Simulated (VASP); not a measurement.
# FeCu (Cmmm) in VASP: a series of runs, part 2 of 2

VASP 6.6.1. Earlier steps stand in the parts before.

### Step 4. Single point, PBE, collinear spin, ferromagnetic start (volume scaled by 0.85)

Input file INCAR:

```
SYSTEM = FeCu
PREC = Accurate
ENCUT = 520
EDIFF = 1E-7
ISMEAR = -1
SIGMA = 0.03
LREAL = .False.
LASPH = .True.
NELM = 150
ALGO = Normal
ISIF = 2
LWAVE = .False.
LCHARG = .False.
ISPIN = 2
MAGMOM = 3 0
LORBIT = 11
LMAXMIX = 4
GGA = PE
NBANDS = 20
```

Input file KPOINTS:

```
Automatic mesh
0
Gamma
  12 12 7
  0 0 0
```

Input file POSCAR:

```
FeCu
1.0
    1.3624293820     -1.8831067358      0.0000000000
    1.3624293820      1.8831067358      0.0000000000
    0.0000000000      0.0000000000      3.9199238467
Fe Cu
1 1
Direct
    0.0000000000      0.0000000000      0.0000000000
    0.5000000000      0.5000000000      0.5000000000
```

Run with:

```console
> cat potpaw_PBE.64/Fe/POTCAR potpaw_PBE.64/Cu/POTCAR > POTCAR
> mpirun -np 1 vasp_std > vasp.out
```

Wall time 2.5 min (1 thread of Oxide Virtual Turin-like, shared host); peak memory 0.19 GiB.

It converged, with:

| Item | Value |
| --- | --- |
| Free energy | -11.2553 eV |
| Pressure | 37.3 GPa |
| Net moment | 2.15 μB per cell |
| Site moments | Fe +2.09; Cu +0.05 μB |
| Valence electrons inside the program's atomic spheres | Fe 7.48; Cu 10.28 |

Stress tensor (GPa, compression positive):
```
37.61  0.00  0.00
 0.00 36.93  0.00
 0.00  0.00 37.33
```

Levels at points of the mesh, in eV from the Fermi level:
Spin up:
```csv
k point,band 7,band 8,band 9,band 10,band 11,band 12,band 13,band 14,band 15,band 16
"(0.00, 0.00, 0.00)",-2.50,-2.37,-0.97,-0.84,-0.71,-0.41,6.49,19.39,21.07,24.62
"(0.50, 0.00, 0.00)",-2.68,-2.32,-1.07,-0.55,0.87,2.44,10.37,10.82,10.83,12.67
"(0.50, 0.50, 0.00)",-1.63,-0.90,-0.55,0.04,0.84,7.29,9.67,9.81,10.02,15.87
```
Spin down:
| k point | band 6 | band 7 | band 8 | band 9 | band 10 | band 11 |
| --- | --- | --- | --- | --- | --- | --- |
| (0.00, 0.00, 0.00) | -2.36 | -1.73 | -1.70 | -0.62 | 1.45 | 1.60 |
| (0.50, 0.00, 0.00) | -2.50 | -2.22 | -2.04 | 1.00 | 1.40 | 1.86 |
| (0.50, 0.50, 0.00) | -1.24 | -0.10 | 0.06 | 0.86 | 1.02 | 2.64 |

### Step 5. Single point, PBE, collinear spin, ferromagnetic start (volume scaled by 0.9)

Input file INCAR:

```
SYSTEM = FeCu
ALGO     = Normal         ! electronic algorithm
EDIFF    = 1E-6           ! SCF threshold, eV
ENCUT    = 520            ! plane-wave cutoff, eV
GGA      = PE             ! functional
ISIF     = 2              ! what is computed and relaxed
ISMEAR   = -1             ! smearing method
ISPIN    = 2              ! spin polarisation
LASPH    = .True.         ! aspherical terms in the spheres
LCHARG   = .False.        ! write CHGCAR
LMAXMIX  = 4              ! l up to which the mixer works
LORBIT   = 11             ! projections on sites
LREAL    = .False.        ! projectors in reciprocal space
LWAVE    = .False.        ! write WAVECAR
MAGMOM   = 3 0            ! initial moments
NBANDS   = 20             ! bands
NELM     = 150            ! most SCF steps
PREC     = Accurate       ! precision mode
SIGMA    = 0.03           ! smearing width, eV
```

Input file KPOINTS:

```
k-points
0
Gamma
  12 12 7
  0 0 0
```

Input file POSCAR:

```
FeCu
1.0
    1.3886363482     -1.9193291743      0.0000000000
    1.3886363482      1.9193291743      0.0000000000
    0.0000000000      0.0000000000      3.9953254146
Fe Cu
1 1
Direct
    0.0000000000      0.0000000000      0.0000000000
    0.5000000000      0.5000000000      0.5000000000
```

Potentials or basis: VASP PAW PBE potentials, release 64 (Fe, Cu).

Run with:

```console
> cat potpaw_PBE.64/Fe/POTCAR potpaw_PBE.64/Cu/POTCAR > POTCAR
> mpirun -np 1 vasp_std > vasp.out
```

OUTCAR:

```text
SYSTEM = FeCu
   EDIFF = 1E-6
   ENCUT = 520
   GGA = PE
   ISIF = 2
   ISMEAR = -1
   ISPIN = 2
   LASPH = .True.
   LORBIT = 11
   LREAL = .False.
   NELM = 150
   PREC = Accurate

 ion  position               nearest neighbor table
   1  0.000  0.000  0.000-   2 2.43   2 2.43   2 2.43   2 2.43   2 2.77   2 2.77   2 2.77   2 2.77

   2  0.500  0.500  0.500-   1 2.43   1 2.43   1 2.43   1 2.43   1 2.77   1 2.77   1 2.77   1 2.77

  LATTYP: Found a base centered orthorhombic cell.
 ALAT       =     2.7772726964
 B/A-ratio  =     1.3821683242
 C/A-ratio  =     1.4385787250

  Lattice vectors:

 A1 = (   1.3886363482,  -1.9193291743,   0.0000000000)
 A2 = (   1.3886363482,   1.9193291743,   0.0000000000)
 A3 = (   0.0000000000,   0.0000000000,   3.9953254146)

Analysis of symmetry for initial positions (statically):
=====================================================================
 Subroutine PRICEL returns:
 Original cell was already a primitive cell.

 Routine SETGRP: Setting up the symmetry group for a
 base centered orthorhombic supercell.

 Subroutine GETGRP returns: Found  8 space group operations
 (whereof  8 operations were pure point group operations)
 out of a pool of  8 trial point group operations.

The static configuration has the point symmetry D_2h.

Analysis of symmetry for dynamics (positions and initial velocities):
=====================================================================
 Subroutine PRICEL returns:
 Original cell was already a primitive cell.

 Routine SETGRP: Setting up the symmetry group for a
 base centered orthorhombic supercell.

 Subroutine GETGRP returns: Found  8 space group operations
 (whereof  8 operations were pure point group operations)
 out of a pool of  8 trial point group operations.

The dynamic configuration has the point symmetry D_2h.

Analysis of structural, dynamic, and magnetic symmetry:
=====================================================================
 Subroutine PRICEL returns:
 Original cell was already a primitive cell.

 Routine SETGRP: Setting up the symmetry group for a
 base centered orthorhombic supercell.

 Subroutine GETGRP returns: Found  8 space group operations
 (whereof  8 operations were pure point group operations)
[... 144 lines left out ...]
  ext. energy  EPLUGINS =         0.00000000
  ---------------------------------------------------
  free energy    TOTEN  =       -11.46925419 eV

  energy without entropy =      -11.46334972  energy(sigma->0) =      -11.46630195

 E-fermi :   7.8301     XC(G=0): -13.4134

 val. band max:        7.8282714107   @ k =   0.1667  -0.0000   0.2857
 cond. band min:       7.8307393091   @ k =  -0.4167   0.0833   0.4286
 fundamental gap:      0.0024678984
 Fermi energy:         7.8301183822

 spin component 1

 k-point     1 :       0.0000    0.0000    0.0000
  band No.  band energies     occupation
      1      -1.8202      1.00000
      2       2.2075      1.00000
      3       3.5062      1.00000
      4       4.5897      1.00000
      5       4.6155      1.00000
      6       4.8549      1.00000
[... 541 lines left out ...]
     19      30.9715      0.00000
     20      34.0161      0.00000

 [... further k-points ...]

 spin component 2

 k-point     1 :       0.0000    0.0000    0.0000
  band No.  band energies     occupation
      1      -1.7578      1.00000
      2       2.5990      1.00000
      3       3.6652      1.00000
      4       4.9963      1.00000
      5       5.1924      1.00000
      6       5.5532      1.00000
[... 541 lines left out ...]
     19      31.1557      0.00000
     20      34.3454      0.00000

 [... further k-points ...]
[... 5 lines left out ...]
  --------------------------------------------------------------------------------------
  -------------------------------------------------------------------------------------
  Total        2.8617194      2.7238432      2.8827015     -0.0000000      0.0000000      0.0000000
  in kB      215.2868417    204.9144249    216.8653241     -0.0000000      0.0000000      0.0000000
  external PRESSURE =     212.3555302 kB  Pullay stress =       0.0000000 kB

 VOLUME and BASIS-vectors are now :
 -----------------------------------------------------------------------------
  energy-cutoff  :      520.00
  volume of cell :       21.30
      direct lattice vectors                 reciprocal lattice vectors
     1.388636348 -1.919329174  0.000000000     0.360065470 -0.260507685  0.000000000
     1.388636348  1.919329174  0.000000000     0.360065470  0.260507685  0.000000000
     0.000000000  0.000000000  3.995325415     0.000000000  0.000000000  0.250292503

 POSITION                                       TOTAL-FORCE (eV/Angst)
 -----------------------------------------------------------------------------------
      0.00000      0.00000      0.00000        -0.000000      0.000000      0.000000
      1.38864      0.00000      1.99766         0.000000     -0.000000      0.000000
 -----------------------------------------------------------------------------------
    total drift:                               -0.000000     -0.000000     -0.000000

  FREE ENERGIE OF THE ION-ELECTRON SYSTEM (eV)
  ---------------------------------------------------
  free  energy   TOTEN  =       -11.4692541856 eV

  energy  without entropy=      -11.4633497242  energy(sigma->0) =      -11.46630195

 total charge

# of ion       s       p       d       tot
------------------------------------------
    1        0.495   0.543   6.307   7.345
    2        0.506   0.526   9.152  10.184
--------------------------------------------------
tot          1.001   1.069  15.459  17.530

 magnetization (x)

# of ion       s       p       d       tot
------------------------------------------
    1        0.002  -0.015   2.232   2.219
    2       -0.015  -0.049   0.120   0.056
--------------------------------------------------
tot         -0.013  -0.064   2.352   2.275
```

OSZICAR:

```text
N       E                     dE             d eps       ncg     rms          rms(c)
DAV:   1     0.984171215300E+02    0.98417E+02   -0.87769E+03 15632   0.153E+03
DAV:   2    -0.754036254101E+01   -0.10596E+03   -0.96204E+02 13920   0.240E+02
DAV:   3    -0.134278049321E+02   -0.58874E+01   -0.55360E+01 15440   0.681E+01
DAV:   4    -0.134913835730E+02   -0.63579E-01   -0.63531E-01 15484   0.716E+00
DAV:   5    -0.134923632594E+02   -0.97969E-03   -0.97966E-03 15704   0.885E-01    0.149E+01
DAV:   6    -0.125449501418E+02    0.94741E+00   -0.11021E+01 16236   0.121E+02    0.773E+00
DAV:   7    -0.119422368030E+02    0.60271E+00   -0.46063E+00 18112   0.724E+01    0.832E+00
DAV:   8    -0.114888979911E+02    0.45334E+00   -0.14953E+00 19288   0.426E+01    0.239E+00
DAV:   9    -0.114759277740E+02    0.12970E-01   -0.66829E-02 21384   0.545E+00    0.119E+00
DAV:  10    -0.114705421201E+02    0.53857E-02   -0.58839E-03 23552   0.144E+00    0.423E-01
DAV:  11    -0.114694110942E+02    0.11310E-02   -0.40606E-03 18216   0.276E+00    0.112E-01
DAV:  12    -0.114692653800E+02    0.14571E-03   -0.32718E-04 21356   0.619E-01    0.446E-02
DAV:  13    -0.114692541036E+02    0.11276E-04   -0.30134E-05 23516   0.190E-01    0.984E-03
DAV:  14    -0.114692541856E+02   -0.82064E-07   -0.17021E-06 11756   0.194E-02
   1 F= -.11469254E+02 E0= -.11466302E+02  d E =-.590446E-02  mag=     2.2729
```

It took 96 s on 1 thread of Oxide Virtual Turin-like, shared host; peak memory 0.2 GiB.

Results:

| Item | Value |
| --- | --- |
| Free energy | -11.4693 eV |
| Pressure | 21.2 GPa |
| Net moment | 2.27 μB per cell |
| Site moments | Fe +2.22; Cu +0.06 μB |
| Valence electrons inside the program's atomic spheres | Fe 7.34; Cu 10.18 |

Stress tensor (GPa, compression positive):
```
21.53  0.00  0.00
 0.00 20.49  0.00
 0.00  0.00 21.69
```

Levels at points of the mesh, in eV from the Fermi level:
Spin up:
| k point | band 7 | band 8 | band 9 | band 10 | band 11 | band 12 | band 13 | band 14 | band 15 | band 16 |
| --- | --- | --- | --- | --- | --- | --- | --- | --- | --- | --- |
| (0.00, 0.00, 0.00) | -2.41 | -2.32 | -1.08 | -0.99 | -0.66 | -0.58 | 5.96 | 18.85 | 20.15 | 23.73 |
| (0.50, 0.00, 0.00) | -2.58 | -2.26 | -1.20 | -0.70 | 0.72 | 2.16 | 9.91 | 10.26 | 10.30 | 11.95 |
| (0.50, 0.50, 0.00) | -1.63 | -1.01 | -0.70 | 0.07 | 0.61 | 6.76 | 9.27 | 9.41 | 9.58 | 15.25 |
Spin down:
```csv
k point,band 5,band 6,band 7,band 8,band 9,band 10,band 11,band 12
"(0.00, 0.00, 0.00)",-2.64,-2.28,-1.63,-1.51,-0.58,1.47,1.55,1.76
"(0.50, 0.00, 0.00)",-2.44,-2.24,-2.15,-1.83,0.85,1.39,1.83,3.67
"(0.50, 0.50, 0.00)",-1.51,-1.15,-0.04,0.08,0.84,0.98,2.51,7.55
```

### Step 6. Single point, PBE, collinear spin, ferromagnetic start (volume scaled by 0.95)

Input file INCAR:

```
SYSTEM = FeCu
PREC     = Accurate       ! precision mode
ENCUT    = 520            ! plane-wave cutoff, eV
EDIFF    = 1E-6           ! SCF threshold, eV
ISMEAR   = -1             ! smearing method
SIGMA    = 0.03           ! smearing width, eV
LREAL    = .FALSE.        ! projectors in reciprocal space
LASPH    = .TRUE.         ! aspherical terms in the spheres
NELM     = 150            ! most SCF steps
ALGO     = Normal         ! electronic algorithm
ISIF     = 2              ! what is computed and relaxed
LWAVE    = .FALSE.        ! write WAVECAR
LCHARG   = .TRUE.         ! write CHGCAR
ISPIN    = 2              ! spin polarisation
MAGMOM   = 3 0            ! initial moments
LORBIT   = 11             ! projections on sites
LMAXMIX  = 4              ! l up to which the mixer works
GGA      = PE             ! functional
LELF     = .TRUE.         ! ELF
LVHAR    = .TRUE.       
NBANDS   = 20             ! bands
```

Input file KPOINTS:

```
regular mesh
0
G
  12 12 7
  0 0 0
```

Input file POSCAR:

```
FeCu
1.0
    1.4138897982     -1.9542336930      0.0000000000
    1.4138897982      1.9542336930      0.0000000000
    0.0000000000      0.0000000000      4.0679835664
Fe Cu
1 1
Direct
    0.0000000000      0.0000000000      0.0000000000
    0.5000000000      0.5000000000      0.5000000000
```

Potentials or basis: VASP PAW PBE potentials, release 64 (Fe, Cu).

Run with:

```console
> cat potpaw_PBE.64/Fe/POTCAR potpaw_PBE.64/Cu/POTCAR > POTCAR
> mpirun -np 1 vasp_std > vasp.out
```

OUTCAR:

```text
SYSTEM = FeCu
   PREC = Accurate
   ENCUT = 520
   EDIFF = 1E-6
   ISMEAR = -1
   LREAL = .FALSE.
   LASPH = .TRUE.
   NELM = 150
   ISIF = 2
   ISPIN = 2
   LORBIT = 11
   GGA = PE

 ion  position               nearest neighbor table
   1  0.000  0.000  0.000-   2 2.48   2 2.48   2 2.48   2 2.48   2 2.82   2 2.82   2 2.82   2 2.82

   2  0.500  0.500  0.500-   1 2.48   1 2.48   1 2.48   1 2.48   1 2.82   1 2.82   1 2.82   1 2.82

  LATTYP: Found a base centered orthorhombic cell.
 ALAT       =     2.8277795964
 B/A-ratio  =     1.3821683242
 C/A-ratio  =     1.4385787250

  Lattice vectors:

 A1 = (   1.4138897982,  -1.9542336930,   0.0000000000)
 A2 = (   1.4138897982,   1.9542336930,   0.0000000000)
 A3 = (   0.0000000000,   0.0000000000,   4.0679835664)

Analysis of symmetry for initial positions (statically):
=====================================================================
 Subroutine PRICEL returns:
 Original cell was already a primitive cell.

 Routine SETGRP: Setting up the symmetry group for a
 base centered orthorhombic supercell.

[... 743 lines left out ...]
 spin component 2

 k-point     1 :       0.0000    0.0000    0.0000
  band No.  band energies     occupation
      1      -2.0163      1.00000
      2       2.2870      1.00000
      3       3.2882      1.00000
      4       4.5196      1.00000
      5       4.7091      1.00000
      6       5.0256      1.00000
[... 541 lines left out ...]
     19      29.8267      0.00000
     20      32.6590      0.00000

 [... further k-points ...]
[... 5 lines left out ...]
  --------------------------------------------------------------------------------------
  -------------------------------------------------------------------------------------
  Total        1.4903539      1.3055994      1.5398386      0.0000000      0.0000000      0.0000000
  in kB      106.2181505     93.0506229    109.7449499      0.0000000      0.0000000      0.0000000
  external PRESSURE =     103.0045744 kB  Pullay stress =       0.0000000 kB

 VOLUME and BASIS-vectors are now :
 -----------------------------------------------------------------------------
  energy-cutoff  :      520.00
  volume of cell :       22.48
      direct lattice vectors                 reciprocal lattice vectors
     1.413889798 -1.954233693  0.000000000     0.353634350 -0.255854764  0.000000000
     1.413889798  1.954233693  0.000000000     0.353634350  0.255854764  0.000000000
     0.000000000  0.000000000  4.067983566     0.000000000  0.000000000  0.245822035

 POSITION                                       TOTAL-FORCE (eV/Angst)
 -----------------------------------------------------------------------------------
      0.00000      0.00000      0.00000         0.000000      0.000000      0.000000
      1.41389      0.00000      2.03399        -0.000000     -0.000000      0.000000
 -----------------------------------------------------------------------------------
    total drift:                               -0.000000     -0.000000     -0.000000

  FREE ENERGIE OF THE ION-ELECTRON SYSTEM (eV)
  ---------------------------------------------------
  free  energy   TOTEN  =       -11.5833068116 eV

  energy  without entropy=      -11.5771481911  energy(sigma->0) =      -11.58022750

 total charge

# of ion       s       p       d       tot
------------------------------------------
    1        0.474   0.501   6.250   7.226
    2        0.487   0.479   9.143  10.109
--------------------------------------------------
tot          0.961   0.980  15.393  17.335

 magnetization (x)

# of ion       s       p       d       tot
------------------------------------------
    1        0.003  -0.012   2.396   2.387
    2       -0.015  -0.046   0.130   0.070
--------------------------------------------------
tot         -0.011  -0.058   2.526   2.457
```

OSZICAR:

```text
N       E                     dE             d eps       ncg     rms          rms(c)
DAV:   1     0.979921839233E+02    0.97992E+02   -0.88017E+03 15684   0.151E+03
DAV:   2    -0.781107370219E+01   -0.10580E+03   -0.96077E+02 13876   0.237E+02
DAV:   3    -0.135403643263E+02   -0.57293E+01   -0.53840E+01 15436   0.674E+01
DAV:   4    -0.136024158003E+02   -0.62051E-01   -0.61999E-01 15584   0.704E+00
DAV:   5    -0.136033743465E+02   -0.95855E-03   -0.95852E-03 15696   0.874E-01    0.142E+01
DAV:   6    -0.126001049531E+02    0.10033E+01   -0.10944E+01 15832   0.116E+02    0.756E+00
DAV:   7    -0.119993373572E+02    0.60077E+00   -0.41481E+00 18104   0.688E+01    0.788E+00
DAV:   8    -0.116027125523E+02    0.39662E+00   -0.12039E+00 19416   0.395E+01    0.246E+00
DAV:   9    -0.115898343473E+02    0.12878E-01   -0.64416E-02 21744   0.565E+00    0.123E+00
DAV:  10    -0.115846892118E+02    0.51451E-02   -0.64705E-03 23464   0.151E+00    0.446E-01
DAV:  11    -0.115833894191E+02    0.12998E-02   -0.45376E-03 18192   0.287E+00    0.121E-01
DAV:  12    -0.115833314619E+02    0.57957E-04   -0.27827E-04 21468   0.434E-01    0.666E-02
DAV:  13    -0.115833067342E+02    0.24728E-04   -0.40446E-05 22196   0.252E-01    0.202E-02
DAV:  14    -0.115833068116E+02   -0.77454E-07   -0.46425E-06 17648   0.254E-02
   1 F= -.11583307E+02 E0= -.11580228E+02  d E =-.615862E-02  mag=     2.4508
```

Wall time 2 min (1 thread of Oxide Virtual Turin-like, shared host); peak memory 0.2 GiB.

Results:

| Item | Value |
| --- | --- |
| Free energy | -11.5833 eV |
| Pressure | 10.3 GPa |
| Net moment | 2.45 μB per cell |
| Site moments | Fe +2.39; Cu +0.07 μB |
| Valence electrons inside the program's atomic spheres | Fe 7.23; Cu 10.11 |

Levels at points of the mesh, in eV from the Fermi level:
Spin up:
| k point | band 9 | band 10 | band 11 | band 12 | band 13 | band 14 |
| --- | --- | --- | --- | --- | --- | --- |
| (0.00, 0.00, 0.00) | -1.21 | -1.16 | -0.76 | -0.63 | 5.47 | 18.33 |
| (0.50, 0.00, 0.00) | -1.35 | -0.86 | 0.58 | 1.88 | 9.47 | 9.73 |
| (0.50, 0.50, 0.00) | -0.87 | 0.09 | 0.37 | 6.26 | 8.91 | 9.04 |
Spin down:
```csv
k point,band 6,band 7,band 8,band 9,band 10,band 11
"(0.00, 0.00, 0.00)",-2.20,-1.52,-1.32,-0.53,1.49,1.50
"(0.50, 0.00, 0.00)",-2.09,-2.01,-1.62,0.72,1.39,1.83
"(0.50, 0.50, 0.00)",-1.07,0.02,0.10,0.84,0.96,2.43
```

### Step 7. Overview

| cell | gap on the mesh (eV) | pressure (GPa) | moment (μB) |
| --- | --- | --- | --- |
| a = 2.454, b = 2.454, c = 4.138 Å, angles 90.0, 90.0, 108.2°, 2 atoms | none | 1.8 | 2.61 |
| a = 2.593, b = 2.593, c = 4.373 Å, angles 90.0, 90.0, 108.2°, 2 atoms | none | -15.8 | 2.82 |
| a = 2.324, b = 2.324, c = 3.920 Å, angles 90.0, 90.0, 108.2°, 2 atoms | none | 37.3 | 2.15 |
| a = 2.369, b = 2.369, c = 3.995 Å, angles 90.0, 90.0, 108.2°, 2 atoms | none | 21.2 | 2.27 |
| a = 2.412, b = 2.412, c = 4.068 Å, angles 90.0, 90.0, 108.2°, 2 atoms | none | 10.3 | 2.45 |

Alike in all rows: task single point; level PBE; potentials or basis VASP PAW PBE potentials, release 64 (Fe, Cu); spin collinear, ferromagnetic start; k mesh 12 × 12 × 7; cutoff (eV) 520; smearing fermi-dirac 0.03 eV.

Absolute energies hang on the potentials; compare differences alone.
